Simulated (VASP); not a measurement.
# Li2Se (Fm-3m) in VASP: notebook

The runs below take Li2Se through single point, with PBEsol.

All numbers are computed with VASP 6.6.1; they aren't measurements. Logs are shortened: lines on timing, memory, paths and dates and some standing lists are left out, and cuts for length are marked.

## (1) The cell of the first run

It takes space group Fm-3m (No. 225, cubic). The conventional cell has a = 5.761 Å, b = 5.761 Å, c = 5.761 Å, α = 90.00°, β = 90.00°, γ = 90.00°. Li (site symmetry -43m) has 4 Se at 2.49 Å and 6 Li at 2.88 Å within 3.3 Å. Within 3.3 Å of Se (site symmetry m-3m) lie 8 Li at 2.49 Å.

## (2) Single point, PBEsol

Contents of INCAR:

```
SYSTEM = Li2Se
  PREC = Accurate
  ENCUT = 750
  EDIFF = 1E-6
  ISMEAR = 0
  SIGMA = 0.01
  LREAL = .False.
  LASPH = .True.
  NELM = 120
  ALGO = Normal
  ISIF = 2
  LWAVE = .False.
  LCHARG = .True.
  GGA = PS
  LELF = .True.
  LVHAR = .True.
  NBANDS = 13
  GGA_COMPAT = .False.
```

Contents of KPOINTS:

```
Automatic mesh
0
Gamma
  8 8 8
  0 0 0
```

Contents of POSCAR:

```
Li2Se
1.0
    2.8804653005      2.8804653005      0.0000000000
   -2.8804653005      2.8804653005      0.0000000000
    0.0000000000      2.8804653005      2.8804653005
Li Se
2 1
Direct
    0.2500000000      0.7500000000      0.5000000000
    0.7500000000      0.2500000000      0.5000000000
    0.0000000000      0.0000000000      0.0000000000
```

Potentials or basis: VASP PAW PBE potentials, release 64 (Li_sv, Se).

The run is started by

```sh
$ cat potpaw_PBE.64/Li_sv/POTCAR potpaw_PBE.64/Se/POTCAR > POTCAR
$ mpirun -np 1 vasp_std > vasp.out
```

OUTCAR:

```text
SYSTEM = Li2Se
   PREC = Accurate
   ENCUT = 750
   EDIFF = 1E-6
   ISMEAR = 0
   LREAL = .False.
   LASPH = .True.
   NELM = 120
   ISIF = 2
   GGA = PS

 ion  position               nearest neighbor table
   1  0.250  0.750  0.500-   3 2.49   3 2.49   3 2.49   3 2.49
   2  0.750  0.250  0.500-   3 2.49   3 2.49   3 2.49   3 2.49
   3  0.000  0.000  0.000-   1 2.49   2 2.49   1 2.49   2 2.49   2 2.49   1 2.49   2 2.49   1 2.49

  LATTYP: Found a face centered cubic cell.
 ALAT       =     5.7609306010

  Lattice vectors:

 A1 = (   0.0000000000,   2.8804653005,   2.8804653005)
 A2 = (   2.8804653005,   0.0000000000,   2.8804653005)
 A3 = (   2.8804653005,   2.8804653005,   0.0000000000)

Analysis of symmetry for initial positions (statically):
=====================================================================
 Subroutine PRICEL returns:
 Original cell was already a primitive cell.

 Routine SETGRP: Setting up the symmetry group for a
 face centered cubic supercell.

 Subroutine GETGRP returns: Found 48 space group operations
 (whereof 48 operations were pure point group operations)
 out of a pool of 48 trial point group operations.

The static configuration has the point symmetry O_h .

Analysis of symmetry for dynamics (positions and initial velocities):
=====================================================================
 Subroutine PRICEL returns:
 Original cell was already a primitive cell.

 Routine SETGRP: Setting up the symmetry group for a
 face centered cubic supercell.

 Subroutine GETGRP returns: Found 48 space group operations
 (whereof 48 operations were pure point group operations)
 out of a pool of 48 trial point group operations.

The dynamic configuration has the point symmetry O_h .

 Subroutine INISYM returns: Found 48 space group operations
 (whereof 48 operations are pure point group operations),
 and found     1 'primitive' translations

----------------------------------------------------------------------------------------

                                     Primitive cell

  volume of cell :      47.7989

  direct lattice vectors                    reciprocal lattice vectors
     2.880465301  2.880465301  0.000000000     0.173583067  0.173583067 -0.173583067
    -2.880465301  2.880465301  0.000000000    -0.173583067  0.173583067 -0.173583067
     0.000000000  2.880465301  2.880465301     0.000000000  0.000000000  0.347166133

  length of vectors
     4.073593094  4.073593094  4.073593094     0.300654691  0.300654691  0.347166133

  position of ions in fractional coordinates (direct lattice)
     0.250000000  0.750000000  0.500000000
     0.750000000  0.250000000  0.500000000
     0.000000000  0.000000000  0.000000000

  ion indices of the primitive-cell ions
   primitive index   ion index
                 1           1
                 2           2
                 3           3

----------------------------------------------------------------------------------------

 KPOINTS: Automatic mesh

Automatic generation of k-mesh.
 Grid dimensions read from file:
 generate k-points for:    8    8    8

 Generating k-lattice:

  Cartesian coordinates                     Fractional coordinates (reciprocal lattice)
     0.021697883  0.021697883 -0.021697883     0.125000000  0.000000000  0.000000000
    -0.021697883  0.021697883 -0.021697883     0.000000000  0.125000000  0.000000000
     0.000000000  0.000000000  0.043395767     0.000000000  0.000000000  0.125000000

  Length of vectors
     0.037581836  0.037581836  0.043395767

  Shift w.r.t. Gamma in fractional coordinates (k-lattice)
     0.000000000  0.000000000  0.000000000

 Subroutine IBZKPT returns following result:
 ===========================================

 Found     29 irreducible k-points:

 Following reciprocal coordinates:
            Coordinates               Weight
  0.000000  0.000000  0.000000      1.000000
  0.125000  0.000000  0.000000      8.000000
  0.250000  0.000000  0.000000      8.000000
  0.375000  0.000000  0.000000      8.000000
  0.500000  0.000000  0.000000      4.000000
  0.125000  0.125000  0.000000     12.000000
[... 16 lines left out ...]
  0.375000  0.250000  0.125000     48.000000
  0.500000  0.250000  0.125000     24.000000
 [... further k-points ...]
   k-points           NKPTS =     29   k-points in BZ     NKDIM =     29   number of bands    NBANDS=     13
   number of dos      NEDOS =    301   number of ions     NIONS =      3
   total plane-waves  NPLWV =  46656
   dimension x,y,z NGX =    36 NGY =   36 NGZ =   36
   dimension x,y,z NGXF=    72 NGYF=   72 NGZF=   72
   ions per type =               2   1
   NGX,Y,Z   is equivalent  to a cutoff of  14.69, 14.69, 14.69 a.u.
   NGXF,Y,Z  is equivalent  to a cutoff of  29.38, 29.38, 29.38 a.u.
 SYSTEM =  Li2Se
   PREC   = accura    normal or accurate (medium, high low for compatibility)
   ISTART =      0    job   : 0-new  1-cont  2-samecut
   ICHARG =      2    charge: 1-file 2-atom 10-const
   ISPIN  =      1    spin polarized calculation?
   LNONCOLLINEAR =      F non collinear calculations
   LSORBIT =      F    spin-orbit coupling
   LASPH  =      T    aspherical Exc in radial PAW
   ENCUT  =  750.0 eV  55.12 Ry    7.42 a.u.   9.10  9.10  9.10*2*pi/ulx,y,z
   NELM   =    120;   NELMIN=  2; NELMDL= -5     # of ELM steps
   EDIFF  = 0.1E-05   stopping-criterion for ELM
   LREAL  =      F    real-space projection
   EDIFFG = 0.1E-04   stopping-criterion for IOM
   NSW    =      0    number of steps for IOM
   IBRION =     -1    ionic relax: 0-MD 1-quasi-New 2-CG
   NFREE  =      0    steps in history (QN), initial steepest desc. (CG)
   ISIF   =      2    stress and relaxation
   ISYM   =      2    0-nonsym 1-usesym 2-fastsym
   POTIM  = 0.5000    time-step for ionic-motion
   TEBEG  =    0.0;   TEEND  =   0.0 temperature during run
   PSTRESS=    0.0 pullay stress
   NELECT =      12.0000    total number of electrons
   NUPDOWN=      -1.0000    fix difference up-down
   EMIN   =  10.00;   EMAX   =-10.00  energy-range for DOS
   EFERMI =   0.00;   METHOD = LEGACY
   ISMEAR =     0;   SIGMA  =   0.01  broadening in eV -4-tet -1-fermi 0-gaus
   EFERMI_NEDOS =   21; number of points for ismear=-14 and -15
   IALGO  =     38    algorithm
   IMIX   =      4    mixing-type and parameters
     AMIX     =   0.40;   BMIX     =  1.00
     AMIX_MAG =   1.60;   BMIX_MAG =  1.00
  volume/ion in A,a.u.               =      15.93       107.52
  Fermi-wavevector in a.u.,A,eV,Ry     =   1.032752  1.951618 14.511649  1.066576
  Thomas-Fermi vector in A             =   2.166965
   LORBIT       =      0    0 simple, 1 ext, 2 COOP (PROOUT), +10 PAW based schemes
   GGA     = PS    functional components
   LHFCALC =     F    Hartree Fock is set to
   AEXX    =    0.0000 exact exchange contribution
   IVDW    =     0    specifies the selected vdW correction
   LEPSILON=     F    determine dielectric tensor
   LRPA    =     F    only Hartree local field effects (RPA)
 non-spin polarized calculation
 Gauss-broadening in eV      SIGMA  =   0.01
  energy-cutoff  :      750.00
  volume of cell :       47.80
 maximum number of plane-waves:      2252
   NGX = 19   NGY = 19   NGZ = 19

 number of electron      12.0000004 magnetization

 Free energy of the ion-electron system (eV)
  ---------------------------------------------------
  ext. energy  EPLUGINS =         0.00000000
  ---------------------------------------------------
  free energy    TOTEN  =       -11.50204378 eV

  energy without entropy =      -11.50204378  energy(sigma->0) =      -11.50204378

 E-fermi :   1.7195     XC(G=0):  -8.8494

 val. band max:        1.6763243541   @ k =   0.0000   0.0000   0.0000
 cond. band min:       4.3835719327   @ k =   0.5000   0.5000   0.0000
 fundamental gap:      2.7072475786
 Fermi energy:         1.7195348567

 k-point     1 :       0.0000    0.0000    0.0000
  band No.  band energies     occupation
      1     -42.1743      2.00000
      2     -42.1319      2.00000
      3     -10.0931      2.00000
      4       1.6763      2.00000
      5       1.6763      2.00000
      6       1.6763      2.00000
      7       5.4607      0.00000
      8       7.2790      0.00000
      9       7.2790      0.00000
     10       7.2790      0.00000
     11      12.5973      0.00000
     12      12.5973      0.00000
     13      12.9587      0.00000

 k-point     2 :       0.1250    0.0000    0.0000
  band No.  band energies     occupation
      1     -42.1725      2.00000
      2     -42.1334      2.00000
      3     -10.0320      2.00000
      4       0.9117      2.00000
      5       1.5620      2.00000
      6       1.5620      2.00000
      7       5.9587      0.00000
      8       7.5410      0.00000
      9       7.5410      0.00000
     10       7.7727      0.00000
     11      11.2858      0.00000
     12      11.2858      0.00000
     13      13.1168      0.00000

 k-point     3 :       0.2500    0.0000    0.0000
  band No.  band energies     occupation
      1     -42.1676      2.00000
      2     -42.1377      2.00000
      3      -9.8751      2.00000
      4      -0.3755      2.00000
      5       1.3214      2.00000
      6       1.3214      2.00000
      7       6.5761      0.00000
      8       7.8745      0.00000
      9       7.8745      0.00000
     10       8.9039      0.00000
     11      10.9420      0.00000
     12      10.9420      0.00000
     13      13.6743      0.00000
[... 305 lines left out ...]
 k-point    23 :       0.3750    0.2500    0.1250
  band No.  band energies     occupation
      1     -42.1586      2.00000
      2     -42.1456      2.00000
      3      -9.6135      2.00000
      4      -1.1246      2.00000
      5       0.1664      2.00000
      6       0.7249      2.00000
      7       6.9355      0.00000
      8       7.9088      0.00000
      9       9.1662      0.00000
     10       9.8306      0.00000
     11      11.4905      0.00000
     12      13.5763      0.00000
     13      15.4082      0.00000

 k-point    24 :       0.5000    0.2500    0.1250
  band No.  band energies     occupation
      1     -42.1520      2.00000
      2     -42.1520      2.00000
      3      -9.5506      2.00000
      4      -1.3864      2.00000
      5       0.1434      2.00000
      6       0.5471      2.00000
      7       7.0884      0.00000
      8       7.7267      0.00000
      9       9.6649      0.00000
     10      10.4847      0.00000
     11      11.5479      0.00000
     12      12.9952      0.00000
     13      15.0421      0.00000

 [... further k-points ...]
[... 5 lines left out ...]
  --------------------------------------------------------------------------------------
  -------------------------------------------------------------------------------------
  Total        1.2006530      1.2006530      1.2006530      0.0000000      0.0000000      0.0000000
  in kB       40.2448354     40.2448354     40.2448354      0.0000000      0.0000000      0.0000000
  external PRESSURE =      40.2448354 kB  Pullay stress =       0.0000000 kB

 VOLUME and BASIS-vectors are now :
 -----------------------------------------------------------------------------
  energy-cutoff  :      750.00
  volume of cell :       47.80
      direct lattice vectors                 reciprocal lattice vectors
     2.880465301  2.880465301  0.000000000     0.173583067  0.173583067 -0.173583067
    -2.880465301  2.880465301  0.000000000    -0.173583067  0.173583067 -0.173583067
     0.000000000  2.880465301  2.880465301     0.000000000  0.000000000  0.347166133

 POSITION                                       TOTAL-FORCE (eV/Angst)
 -----------------------------------------------------------------------------------
     -1.44023      4.32070      1.44023         0.000000     -0.000000      0.000000
      1.44023      4.32070      1.44023        -0.000000      0.000000     -0.000000
      0.00000      0.00000      0.00000         0.000000     -0.000000      0.000000
 -----------------------------------------------------------------------------------
    total drift:                                0.000000      0.000000      0.000000

  FREE ENERGIE OF THE ION-ELECTRON SYSTEM (eV)
  ---------------------------------------------------
  free  energy   TOTEN  =       -11.5020437757 eV

  energy  without entropy=      -11.5020437757  energy(sigma->0) =      -11.50204378
```

It took 37 s on 1 thread of Intel Xeon Platinum 8375C at 2.90GHz (Ice Lake), shared host; peak memory 0.21 GiB.

Results:

| Quantity | Value |
| --- | --- |
| Free energy | -11.5020 eV |
| Pressure | 4.0 GPa |
| Band gap on the k mesh | 2.71 eV, indirect (least direct gap 3.78 eV) |

Caveat: the PAW data sets were made with another functional, which shifts forces and pressure a little. A hybrid or GW would open this gap; PBEsol tends to underestimate it.

## (3) Single point, PBEsol

Contents of INCAR:

```
PREC     = Accurate       # precision mode
ENCUT    = 750            # plane-wave cutoff, eV
EDIFF    = 1E-6           # SCF threshold, eV
ISMEAR   = 0              # smearing method
SIGMA    = 0.01           # smearing width, eV
LREAL    = False          # projectors in reciprocal space
LASPH    = True           # aspherical terms in the spheres
NELM     = 120            # most SCF steps
ALGO     = Normal         # electronic algorithm
ISIF     = 2              # what is computed and relaxed
LWAVE    = False          # write WAVECAR
LCHARG   = False          # write CHGCAR
GGA      = PS             # functional
NBANDS   = 13             # bands
GGA_COMPAT= False
```

Contents of KPOINTS:

```
regular mesh
0
Gamma
  8 8 8
```

POSCAR is that of step 2.

Potentials or basis: VASP PAW PBE potentials, release 64 (Li_sv, Se).

The run is started by

```sh
$ cat potpaw_PBE.64/Li_sv/POTCAR potpaw_PBE.64/Se/POTCAR > POTCAR
$ mpirun -np 1 vasp_std > vasp.out
```

OUTCAR:

```text
PREC = Accurate
   ENCUT = 750
   EDIFF = 1E-6
   ISMEAR = 0
   LREAL = False
   LASPH = True
   NELM = 120
   ISIF = 2
   GGA = PS

 ion  position               nearest neighbor table
   1  0.250  0.750  0.500-   3 2.49   3 2.49   3 2.49   3 2.49
   2  0.750  0.250  0.500-   3 2.49   3 2.49   3 2.49   3 2.49
   3  0.000  0.000  0.000-   1 2.49   2 2.49   1 2.49   2 2.49   2 2.49   1 2.49   2 2.49   1 2.49

  LATTYP: Found a face centered cubic cell.
 ALAT       =     5.7609306010

  Lattice vectors:

 A1 = (   0.0000000000,   2.8804653005,   2.8804653005)
 A2 = (   2.8804653005,   0.0000000000,   2.8804653005)
 A3 = (   2.8804653005,   2.8804653005,   0.0000000000)

Analysis of symmetry for initial positions (statically):
=====================================================================
 Subroutine PRICEL returns:
 Original cell was already a primitive cell.

 Routine SETGRP: Setting up the symmetry group for a
 face centered cubic supercell.

 Subroutine GETGRP returns: Found 48 space group operations
 (whereof 48 operations were pure point group operations)
 out of a pool of 48 trial point group operations.

The static configuration has the point symmetry O_h .
[... 171 lines left out ...]
  band No.  band energies     occupation
      1     -42.1743      2.00000
      2     -42.1319      2.00000
      3     -10.0931      2.00000
      4       1.6763      2.00000
      5       1.6763      2.00000
      6       1.6763      2.00000
      7       5.4607      0.00000
      8       7.2790      0.00000
      9       7.2790      0.00000
     10       7.2790      0.00000
     11      12.5973      0.00000
     12      12.5973      0.00000
     13      12.9587      0.00000
[... 354 lines left out ...]
  band No.  band energies     occupation
      1     -42.1520      2.00000
      2     -42.1520      2.00000
      3      -9.5506      2.00000
      4      -1.3864      2.00000
      5       0.1434      2.00000
      6       0.5471      2.00000
      7       7.0884      0.00000
      8       7.7267      0.00000
      9       9.6649      0.00000
     10      10.4847      0.00000
     11      11.5479      0.00000
     12      12.9952      0.00000
     13      15.0421      0.00000

 [... further k-points ...]
[... 5 lines left out ...]
  --------------------------------------------------------------------------------------
  -------------------------------------------------------------------------------------
  Total        1.2006530      1.2006530      1.2006530      0.0000000      0.0000000      0.0000000
  in kB       40.2448354     40.2448354     40.2448354      0.0000000      0.0000000      0.0000000
  external PRESSURE =      40.2448354 kB  Pullay stress =       0.0000000 kB

 VOLUME and BASIS-vectors are now :
 -----------------------------------------------------------------------------
  energy-cutoff  :      750.00
  volume of cell :       47.80
      direct lattice vectors                 reciprocal lattice vectors
     2.880465301  2.880465301  0.000000000     0.173583067  0.173583067 -0.173583067
    -2.880465301  2.880465301  0.000000000    -0.173583067  0.173583067 -0.173583067
     0.000000000  2.880465301  2.880465301     0.000000000  0.000000000  0.347166133

 POSITION                                       TOTAL-FORCE (eV/Angst)
 -----------------------------------------------------------------------------------
     -1.44023      4.32070      1.44023         0.000000     -0.000000      0.000000
      1.44023      4.32070      1.44023        -0.000000      0.000000     -0.000000
      0.00000      0.00000      0.00000         0.000000     -0.000000      0.000000
 -----------------------------------------------------------------------------------
    total drift:                                0.000000      0.000000      0.000000

  FREE ENERGIE OF THE ION-ELECTRON SYSTEM (eV)
  ---------------------------------------------------
  free  energy   TOTEN  =       -11.5020437757 eV

  energy  without entropy=      -11.5020437757  energy(sigma->0) =      -11.50204378
```

stdout:

```text
POSCAR found type information on POSCAR LiSe
 POSCAR found :  2 types and       3 ions
 scaLAPACK will be used
 -----------------------------------------------------------------------------
|                                                                             |
|                                                                             |
|     You enforced a specific xc type in the INCAR file but a different       |
|     I HOPE YOU KNOW WHAT YOU ARE DOING!                                     |
|                                                                             |
 -----------------------------------------------------------------------------

 LDA part: xc-table for (Slater+PW92), standard interpolation
 POSCAR, INCAR and KPOINTS ok, starting setup
 FFT: planning ... GRIDC
 FFT: planning ... GRID_SOFT
 FFT: planning ... GRID
 WAVECAR not read
 entering main loop
```

Wall time 30 s (1 thread of Intel Xeon Platinum 8375C at 2.90GHz (Ice Lake), shared host); peak memory 0.21 GiB.

What came out:

- Free energy: -11.5020 eV
- Pressure: 4.0 GPa
- Band gap on the k mesh: 2.71 eV, indirect (least direct gap 3.78 eV)

Caveat: the PAW data sets were made with another functional, which shifts forces and pressure a little. A k mesh can miss the band edges.
